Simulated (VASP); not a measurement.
# SiO2 (Stishovite) (P4_2/mnm) in VASP: a series of runs

Runs on SiO2 (Stishovite). Level: PBE. Tasks: single point.

Everything below comes from runs of VASP 6.6.1. Logs are shortened: lines on timing, memory, paths and dates and some standing lists are left out, and cuts for length are marked.

### 1 The cell of the first run

Symmetry: P4_2/mnm, No. 136, tetragonal system. The conventional cell has a = 4.177 Å, b = 4.177 Å, c = 2.665 Å, α = 90.00°, β = 90.00°, γ = 90.00°. Si (site symmetry mmm) has 6 O at 1.76 to 1.81 Å within 2.3 Å. Within 2.3 Å of O (site symmetry m2m) lie 3 Si at 1.76 to 1.81 Å and 1 O at 2.29 Å.

### 2 Single point, PBE

The input, INCAR:

```
SYSTEM = SiO2
PREC     = Accurate       ! precision mode
ENCUT    = 520            ! plane-wave cutoff, eV
EDIFF    = 1E-6           ! SCF threshold, eV
ISMEAR   = 0              ! smearing method
SIGMA    = 0.01           ! smearing width, eV
LREAL    = .False.        ! projectors in reciprocal space
LASPH    = .True.         ! aspherical terms in the spheres
NELM     = 100            ! most SCF steps
ALGO     = Normal         ! electronic algorithm
ISIF     = 2              ! what is computed and relaxed
LWAVE    = .False.        ! write WAVECAR
LCHARG   = .False.        ! write CHGCAR
GGA      = PE             ! functional
NBANDS   = 25             ! bands
```

The input, KPOINTS:

```
regular mesh
0
Gamma
  2 2 4
  0 0 0
```

The input, POSCAR:

```
SiO2
1.0
    4.1773000000      0.0000000000      0.0000000000
    0.0000000000      4.1773000000      0.0000000000
    0.0000000000      0.0000000000      2.6652000000
Si O
2 4
Direct
    0.0000000000      0.0000000000      0.0000000000
    0.5000000000      0.5000000000      0.5000000000
    0.3059000000      0.3059000000      0.0000000000
    0.1941000000      0.8059000000      0.5000000000
    0.6941000000      0.6941000000      0.0000000000
    0.8059000000      0.1941000000      0.5000000000
```

Potentials or basis: VASP PAW PBE potentials, release 64 (Si, O).

Launch:

```bash
> cat potpaw_PBE.64/Si/POTCAR potpaw_PBE.64/O/POTCAR > POTCAR
> mpirun -np 1 vasp_std > vasp.out
```

OUTCAR:

```text
SYSTEM = SiO2
   PREC = Accurate
   ENCUT = 520
   EDIFF = 1E-6
   ISMEAR = 0
   LREAL = .False.
   LASPH = .True.
   NELM = 100
   ISIF = 2
   GGA = PE

 ion  position               nearest neighbor table
   1  0.000  0.000  0.000-   4 1.76   6 1.76   4 1.76   6 1.76   5 1.81   3 1.81
   2  0.500  0.500  0.500-   3 1.76   5 1.76   3 1.76   5 1.76   4 1.81   6 1.81
   3  0.306  0.306  0.000-   2 1.76   2 1.76   1 1.81
   4  0.194  0.806  0.500-   1 1.76   1 1.76   2 1.81
   5  0.694  0.694  0.000-   2 1.76   2 1.76   1 1.81
   6  0.806  0.194  0.500-   1 1.76   1 1.76   2 1.81

  LATTYP: Found a simple tetragonal cell.
 ALAT       =     4.1773000000
 C/A-ratio  =     0.6380197735

  Lattice vectors:

 A1 = (   4.1773000000,   0.0000000000,   0.0000000000)
 A2 = (   0.0000000000,   4.1773000000,   0.0000000000)
 A3 = (   0.0000000000,   0.0000000000,   2.6652000000)

Analysis of symmetry for initial positions (statically):
=====================================================================
 Subroutine PRICEL returns:
 Original cell was already a primitive cell.

 Routine SETGRP: Setting up the symmetry group for a
 simple tetragonal supercell.

 Subroutine GETGRP returns: Found 16 space group operations
 (whereof  8 operations were pure point group operations)
 out of a pool of 16 trial point group operations.

The static configuration has the point symmetry D_2h.
 The point group associated with its full space group is D_4h.

Analysis of symmetry for dynamics (positions and initial velocities):
=====================================================================
 Subroutine PRICEL returns:
 Original cell was already a primitive cell.

 Routine SETGRP: Setting up the symmetry group for a
 simple tetragonal supercell.

 Subroutine GETGRP returns: Found 16 space group operations
 (whereof  8 operations were pure point group operations)
 out of a pool of 16 trial point group operations.

The dynamic configuration has the point symmetry D_2h.
 The point group associated with its full space group is D_4h.

 Subroutine INISYM returns: Found 16 space group operations
 (whereof  8 operations are pure point group operations),
 and found     1 'primitive' translations

----------------------------------------------------------------------------------------

                                     Primitive cell

[... 83 lines left out ...]
   LREAL  =      F    real-space projection
   EDIFFG = 0.1E-04   stopping-criterion for IOM
   NSW    =      0    number of steps for IOM
   IBRION =     -1    ionic relax: 0-MD 1-quasi-New 2-CG
   NFREE  =      0    steps in history (QN), initial steepest desc. (CG)
   ISIF   =      2    stress and relaxation
   ISYM   =      2    0-nonsym 1-usesym 2-fastsym
   POTIM  = 0.5000    time-step for ionic-motion
   TEBEG  =    0.0;   TEEND  =   0.0 temperature during run
   PSTRESS=    0.0 pullay stress
   NELECT =      32.0000    total number of electrons
   NUPDOWN=      -1.0000    fix difference up-down
   EMIN   =  10.00;   EMAX   =-10.00  energy-range for DOS
   EFERMI =   0.00;   METHOD = LEGACY
   ISMEAR =     0;   SIGMA  =   0.01  broadening in eV -4-tet -1-fermi 0-gaus
   EFERMI_NEDOS =   21; number of points for ismear=-14 and -15
   IALGO  =     38    algorithm
   IMIX   =      4    mixing-type and parameters
     AMIX     =   0.40;   BMIX     =  1.00
     AMIX_MAG =   1.60;   BMIX_MAG =  1.00
  volume/ion in A,a.u.               =       7.75        52.31
  Fermi-wavevector in a.u.,A,eV,Ry     =   1.445277  2.731178 28.420200  2.088826
  Thomas-Fermi vector in A             =   2.563477
   LORBIT       =      0    0 simple, 1 ext, 2 COOP (PROOUT), +10 PAW based schemes
   GGA     = PE    functional components
   LHFCALC =     F    Hartree Fock is set to
   AEXX    =    0.0000 exact exchange contribution
   IVDW    =     0    specifies the selected vdW correction
   LEPSILON=     F    determine dielectric tensor
   LRPA    =     F    only Hartree local field effects (RPA)
 non-spin polarized calculation
 Gauss-broadening in eV      SIGMA  =   0.01
  energy-cutoff  :      520.00
  volume of cell :       46.51
 maximum number of plane-waves:      1266
 NGX is ok and might be reduce to    32
   NGX = 15   NGY = 15   NGZ =  9

 number of electron      31.9999975 magnetization

 Free energy of the ion-electron system (eV)
  ---------------------------------------------------
  ext. energy  EPLUGINS =         0.00000000
  ---------------------------------------------------
  free energy    TOTEN  =       -46.22362737 eV

  energy without entropy =      -46.22362737  energy(sigma->0) =      -46.22362737

 E-fermi :   8.3492     XC(G=0): -12.2764

 val. band max:        8.2690492062   @ k =   0.0000   0.0000   0.0000
 cond. band min:      13.8897596325   @ k =   0.0000   0.0000   0.0000
 fundamental gap:      5.6207104263
 Fermi energy:         8.3491762790

 k-point     1 :       0.0000    0.0000    0.0000
  band No.  band energies     occupation
      1     -14.3311      2.00000
      2     -10.6919      2.00000
      3     -10.6919      2.00000
      4     -10.4510      2.00000
      5      -2.6378      2.00000
      6       1.8122      2.00000
[... 241 lines left out ...]
     24      22.2887      0.00000
     25      23.9722      0.00000

------------------------ aborting loop because EDIFF is reached ----------------------------------------

  FORCE on cell =-STRESS in cart. coord.  units (eV):
  Direction    XX          YY          ZZ          XY          YZ          ZX
  --------------------------------------------------------------------------------------
  -------------------------------------------------------------------------------------
  Total        3.0742842      3.0742842      3.7453395     -0.0000000      0.0000000      0.0000000
  in kB      105.9091429    105.9091429    129.0270124     -0.0000000      0.0000000      0.0000000
  external PRESSURE =     113.6150994 kB  Pullay stress =       0.0000000 kB

 VOLUME and BASIS-vectors are now :
 -----------------------------------------------------------------------------
  energy-cutoff  :      520.00
  volume of cell :       46.51
      direct lattice vectors                 reciprocal lattice vectors
     4.177300000  0.000000000  0.000000000     0.239389079  0.000000000  0.000000000
     0.000000000  4.177300000  0.000000000     0.000000000  0.239389079  0.000000000
     0.000000000  0.000000000  2.665200000     0.000000000  0.000000000  0.375206363

 POSITION                                       TOTAL-FORCE (eV/Angst)
 -----------------------------------------------------------------------------------
      0.00000      0.00000      0.00000         0.000000      0.000000      0.000000
      2.08865      2.08865      1.33260         0.000000      0.000000      0.000000
      1.27784      1.27784      0.00000        -0.057837     -0.057837     -0.000000
      0.81081      3.36649      1.33260         0.057837     -0.057837     -0.000000
      2.89946      2.89946      0.00000         0.057837      0.057837      0.000000
      3.36649      0.81081      1.33260        -0.057837      0.057837      0.000000
 -----------------------------------------------------------------------------------
    total drift:                                0.000000      0.000000     -0.000000

  FREE ENERGIE OF THE ION-ELECTRON SYSTEM (eV)
  ---------------------------------------------------
  free  energy   TOTEN  =       -46.2236273650 eV

  energy  without entropy=      -46.2236273650  energy(sigma->0) =      -46.22362737
```

stdout:

```text
POSCAR found type information on POSCAR SiO
 POSCAR found :  2 types and       6 ions
 scaLAPACK will be used
 LDA part: xc-table for (Slater+PW92), standard interpolation
 POSCAR, INCAR and KPOINTS ok, starting setup
 FFT: planning ... GRIDC
 FFT: planning ... GRID_SOFT
 FFT: planning ... GRID
 WAVECAR not read
 entering main loop
```

Wall time 24 s (1 thread of AMD EPYC 7R13, shared host); peak memory 0.12 GiB.

Results:

```
Free energy            : -46.2236 eV
Pressure               : 11.4 GPa
Largest force          : 0.082 eV/Å
Band gap on the k mesh : 5.62 eV, direct
```

Forces on the atoms (eV/Å):
```
Si   0.000  0.000  0.000
Si   0.000  0.000  0.000
O   -0.058 -0.058  0.000
O    0.058 -0.058  0.000
O    0.058  0.058  0.000
O   -0.058  0.058  0.000
```

Levels at points of the mesh, in eV from the valence-band top:
| k point | band 14 | band 15 | band 16 | band 17 | band 18 | band 19 |
| --- | --- | --- | --- | --- | --- | --- |
| (0.00, 0.00, 0.00) | -0.88 | -0.88 | 0.00 | 5.62 | 6.71 | 8.51 |
| (0.50, 0.00, 0.00) | -2.69 | -1.07 | -1.07 | 7.76 | 7.76 | 9.10 |
| (0.50, 0.50, 0.00) | -2.68 | -2.29 | -2.29 | 7.44 | 7.44 | 10.08 |
| (0.00, 0.00, 0.50) | -3.08 | -2.69 | -2.69 | 9.11 | 9.11 | 12.66 |
| (0.50, 0.00, 0.50) | -2.29 | -1.76 | -1.76 | 8.79 | 8.79 | 9.87 |
| (0.50, 0.50, 0.50) | -1.77 | -1.56 | -1.56 | 7.18 | 7.18 | 11.04 |

Caveat: the k points lie up to 0.75 Å⁻¹ apart.

### 3 Single point, PBE

INCAR: that of step 2 with these lines changed.

```diff
@@ -8,3 +8,3 @@
 LASPH    = .True.         ! aspherical terms in the spheres
-NELM     = 100            ! most SCF steps
+NELM     = 60             ! most SCF steps
 ALGO     = Normal         ! electronic algorithm
```

The input, KPOINTS:

```
Automatic mesh
0
Gamma
  4 4 4
  0 0 0
```

POSCAR is that of step 2.

Potentials or basis: VASP PAW PBE potentials, release 64 (Si, O).

Launch:

```bash
> cat potpaw_PBE.64/Si/POTCAR potpaw_PBE.64/O/POTCAR > POTCAR
> mpirun -np 1 vasp_std > vasp.out
```

Wall time 37 s (1 thread of AMD EPYC 7R13, shared host); peak memory 0.12 GiB.

It converged, with:

```
Free energy            : -46.2397 eV
Pressure               : 11.4 GPa
Largest force          : 0.099 eV/Å
Band gap on the k mesh : 5.62 eV, direct
```

Forces in eV/Å, atoms in the order of the input:
```
Si   0.000  0.000  0.000
Si   0.000  0.000  0.000
O   -0.070 -0.070  0.000
O    0.070 -0.070  0.000
O    0.070  0.070  0.000
O   -0.070  0.070  0.000
```

Stress tensor (GPa, compression positive):
```
10.48  0.00  0.00
 0.00 10.48  0.00
 0.00  0.00 13.22
```

Levels at points of the mesh, in eV from the valence-band top:
```csv
k point,band 13,band 14,band 15,band 16,band 17,band 18,band 19,band 20
"(0.00, 0.00, 0.00)",-2.51,-0.88,-0.88,0.00,5.62,6.72,8.52,8.52
"(0.50, 0.00, 0.00)",-2.69,-2.69,-1.07,-1.07,7.76,7.76,9.10,9.10
"(0.50, 0.50, 0.00)",-2.68,-2.68,-2.29,-2.29,7.45,7.45,10.09,10.09
"(0.00, 0.00, 0.50)",-3.08,-3.08,-2.69,-2.69,9.11,9.11,12.66,12.66
"(0.50, 0.00, 0.50)",-2.29,-2.29,-1.76,-1.76,8.80,8.80,9.87,9.87
"(0.50, 0.50, 0.50)",-1.77,-1.77,-1.56,-1.56,7.19,7.19,11.04,11.04
```

Caveat: the k points lie up to 0.59 Å⁻¹ apart.

### 4 Single point, PBE

The input, INCAR:

```
SYSTEM = SiO2
PREC     = Accurate       ! precision mode
ENCUT    = 520            ! plane-wave cutoff, eV
EDIFF    = 1E-6           ! SCF threshold, eV
ISMEAR   = 0              ! smearing method
SIGMA    = 0.01           ! smearing width, eV
LREAL    = .FALSE.        ! projectors in reciprocal space
LASPH    = .TRUE.         ! aspherical terms in the spheres
NELM     = 80             ! most SCF steps
ALGO     = Normal         ! electronic algorithm
ISIF     = 2              ! what is computed and relaxed
LWAVE    = .FALSE.        ! write WAVECAR
LCHARG   = .TRUE.         ! write CHGCAR
GGA      = PE             ! functional
LELF     = .TRUE.         ! ELF
LVHAR    = .TRUE.       
NBANDS   = 25             ! bands
```

The input, KPOINTS:

```
regular mesh
0
G
  4 4 6
  0 0 0
```

POSCAR is that of step 3.

Launch:

```bash
> cat potpaw_PBE.64/Si/POTCAR potpaw_PBE.64/O/POTCAR > POTCAR
> mpirun -np 1 vasp_std > vasp.out
```

It took 54 s on 1 thread of AMD EPYC 7R13, shared host; peak memory 0.13 GiB.

It converged, with:

```
Free energy            : -46.2536 eV
Pressure               : 11.4 GPa
Largest force          : 0.099 eV/Å
Band gap on the k mesh : 5.62 eV, direct
```

Forces in eV/Å, atoms in the order of the input:
```
Si   0.000  0.000  0.000
Si   0.000  0.000  0.000
O   -0.070 -0.070  0.000
O    0.070 -0.070  0.000
O    0.070  0.070  0.000
O   -0.070  0.070  0.000
```

Stress tensor (GPa, compression positive):
```
10.66  0.00  0.00
 0.00 10.66  0.00
 0.00  0.00 12.83
```

Levels at points of the mesh, in eV from the valence-band top:
| k point | band 13 | band 14 | band 15 | band 16 | band 17 | band 18 | band 19 | band 20 |
| --- | --- | --- | --- | --- | --- | --- | --- | --- |
| (0.00, 0.00, 0.00) | -2.51 | -0.88 | -0.88 | 0.00 | 5.62 | 6.72 | 8.52 | 8.52 |
| (0.50, 0.00, 0.00) | -2.69 | -2.69 | -1.07 | -1.07 | 7.76 | 7.76 | 9.10 | 9.10 |
| (0.50, 0.50, 0.00) | -2.68 | -2.68 | -2.29 | -2.29 | 7.45 | 7.45 | 10.09 | 10.09 |
| (0.00, 0.00, 0.50) | -3.08 | -3.08 | -2.69 | -2.69 | 9.11 | 9.11 | 12.66 | 12.66 |
| (0.50, 0.00, 0.50) | -2.29 | -2.29 | -1.76 | -1.76 | 8.80 | 8.80 | 9.87 | 9.87 |
| (0.50, 0.50, 0.50) | -1.77 | -1.77 | -1.56 | -1.56 | 7.19 | 7.19 | 11.04 | 11.04 |

### 5 Single point, PBE

The input, INCAR:

```
  PREC = Accurate
  ENCUT = 520
  EDIFF = 1E-7
  ISMEAR = 0
  SIGMA = 0.01
  LREAL = F
  LASPH = T
  NELM = 60
  ALGO = Normal
  ISIF = 2
  LWAVE = F
  LCHARG = F
  GGA = PE
  NBANDS = 25
```

The input, KPOINTS:

```
regular mesh
0
Gamma
  4 4 8
```

POSCAR is that of step 4.

Launch:

```bash
> cat potpaw_PBE.64/Si/POTCAR potpaw_PBE.64/O/POTCAR > POTCAR
> mpirun -np 1 vasp_std > vasp.out
```

It took 61 s on 1 thread of AMD EPYC 7R13, shared host; peak memory 0.13 GiB.

Results (log left out):

| Quantity | Value |
| --- | --- |
| Free energy | -46.2540 eV |
| Pressure | 11.4 GPa |
| Largest force | 0.099 eV/Å |
| Band gap on the k mesh | 5.62 eV, direct |

Forces in eV/Å, atoms in the order of the input:
```
Si   0.000  0.000  0.000
Si   0.000  0.000  0.000
O   -0.070 -0.070  0.000
O    0.070 -0.070  0.000
O    0.070  0.070  0.000
O   -0.070  0.070  0.000
```

Stress tensor (GPa, compression positive):
```
10.67  0.00  0.00
 0.00 10.67  0.00
 0.00  0.00 12.81
```

Levels at points of the mesh, in eV from the valence-band top:
```csv
k point,band 12,band 13,band 14,band 15,band 16,band 17,band 18,band 19,band 20,band 21
"(0.00, 0.00, 0.00)",-3.14,-2.51,-0.88,-0.88,0.00,5.62,6.72,8.52,8.52,11.13
"(0.50, 0.00, 0.00)",-3.89,-2.69,-2.69,-1.07,-1.07,7.76,7.76,9.10,9.10,11.07
"(0.50, 0.50, 0.00)",-3.27,-2.68,-2.68,-2.29,-2.29,7.45,7.45,10.09,10.09,13.20
"(0.00, 0.00, 0.50)",-4.64,-3.08,-3.08,-2.69,-2.69,9.11,9.11,12.66,12.66,12.78
"(0.50, 0.00, 0.50)",-4.00,-2.29,-2.29,-1.76,-1.76,8.80,8.80,9.87,9.87,12.27
"(0.50, 0.50, 0.50)",-4.51,-1.77,-1.77,-1.56,-1.56,7.19,7.19,11.04,11.04,11.69
```

A hybrid or GW would open this gap; PBE tends to underestimate it.

### 6 Single point, PBE

The input, INCAR:

```
SYSTEM = SiO2
ALGO = Normal
EDIFF = 1E-6
ENCUT = 520
GGA = PE
ISIF = 2
ISMEAR = 0
LASPH = .TRUE.
LCHARG = .TRUE.
LELF = .TRUE.
LREAL = .FALSE.
LVHAR = .TRUE.
LWAVE = .FALSE.
NBANDS = 25
NELM = 80
PREC = Accurate
SIGMA = 0.01
```

The input, KPOINTS:

```
k-points
0
G
  8 8 10
  0 0 0
```

POSCAR is that of step 5.

Potentials or basis: VASP PAW PBE potentials, release 64 (Si, O).

Launch:

```bash
> cat potpaw_PBE.64/Si/POTCAR potpaw_PBE.64/O/POTCAR > POTCAR
> mpirun -np 1 vasp_std > vasp.out
```

Wall time 2.9 min (1 thread of AMD EPYC 7R13, shared host); peak memory 0.17 GiB.

It converged, with:

* Free energy: -46.2542 eV
* Pressure: 11.4 GPa
* Largest force: 0.099 eV/Å
* Band gap on the k mesh: 5.62 eV, direct

Forces in eV/Å, atoms in the order of the input:
```
Si   0.000  0.000  0.000
Si   0.000  0.000  0.000
O   -0.070 -0.070  0.000
O    0.070 -0.070  0.000
O    0.070  0.070  0.000
O   -0.070  0.070  0.000
```

Stress tensor (GPa, compression positive):
```
10.69  0.00  0.00
 0.00 10.69  0.00
 0.00  0.00 12.83
```

Levels at points of the mesh, in eV from the valence-band top:
| k point | band 14 | band 15 | band 16 | band 17 | band 18 | band 19 |
| --- | --- | --- | --- | --- | --- | --- |
| (0.00, 0.00, 0.00) | -0.88 | -0.88 | 0.00 | 5.62 | 6.72 | 8.52 |
| (0.50, 0.00, 0.00) | -2.69 | -1.07 | -1.07 | 7.76 | 7.76 | 9.10 |
| (0.50, 0.50, 0.00) | -2.68 | -2.29 | -2.29 | 7.45 | 7.45 | 10.09 |
| (0.00, 0.00, 0.50) | -3.08 | -2.69 | -2.69 | 9.11 | 9.11 | 12.66 |
| (0.50, 0.00, 0.50) | -2.29 | -1.76 | -1.76 | 8.80 | 8.80 | 9.87 |
| (0.50, 0.50, 0.50) | -1.77 | -1.56 | -1.56 | 7.19 | 7.19 | 11.04 |

A k mesh can miss the band edges. Expect the measured gap to be larger: semilocal functionals such as PBE lack the derivative discontinuity.

### 7 The runs side by side

```csv
k mesh,gap on the mesh (eV),pressure (GPa),largest force (eV/Å)
2 × 2 × 4,5.62,11.4,0.08
4 × 4 × 4,5.62,11.4,0.10
4 × 4 × 6,5.62,11.4,0.10
4 × 4 × 8,5.62,11.4,0.10
8 × 8 × 10,5.62,11.4,0.10
```

Alike in all rows: task single point; level PBE; potentials or basis VASP PAW PBE potentials, release 64 (Si, O); no spin polarisation; cell as given; cutoff (eV) 520; smearing gaussian 0.01 eV.

Caveats: some runs use coarse meshes.

Absolute energies hang on the potentials; compare differences alone.
